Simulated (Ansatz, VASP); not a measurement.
# Two plane-wave programs on Mg2Zn3O5

```
CELL_PARAMETERS angstrom
0.00000 -3.04182 0.00000
3.04182 0.00000 0.00000
-1.52091 1.52091 10.75450
ATOMIC_POSITIONS crystal
Mg 0.30011 0.30011 0.60023
Mg 0.69989 0.69989 0.39977
Zn 0.89922 0.89922 0.79844
Zn 0.10078 0.10078 0.20156
Zn 0.50000 0.50000 0.00000
O 0.79865 0.79865 0.59729
O 0.20135 0.20135 0.40271
O 0.60133 0.60133 0.20266
O 0.00000 0.00000 0.00000
O 0.39867 0.39867 0.79734
```

Alike in both runs: task single point; functional PBE; k mesh 4 × 4 × 4; occupations gaussian, width 0.1 eV; no spin polarisation.

```csv
,VASP,Ansatz
version,VASP 6.6.1,Ansatz 0.2.0
potentials or method,"VASP PAW PBE potentials, release 64 (Mg, Zn, O), cutoff 520 eV","scalar-relativistic, plane waves, PAW"
valence electrons in the cell,70,86
```

Ansatz gave:

| Item | Value |
| --- | --- |
| gap on the k mesh at the Fermi level (eV) | 1.56 |
| least direct gap on the mesh (eV) | 2.50 |
| pressure (GPa) | 0.0 |
| traceless stress, the component that is largest in VASP (GPa) | -0.27 |
| rms of the force components (eV/Å) | 0.004 |

Task: Which values does VASP return?

Result: gap on the k mesh at the Fermi level (eV): 1.54; least direct gap on the mesh (eV): 2.48; pressure (GPa): 0.3; traceless stress, the component that is largest in VASP (GPa): -0.31; rms of the force components (eV/Å): 0.016.

Atom by atom the forces differ by 0.015 eV/Å (rms over components). VASP's potentials hold 70 valence electrons a cell and Ansatz's 86, so a difference there can come from the potentials and not from the codes.

The k mesh is coarse, so the values compare programs but aren't converged.
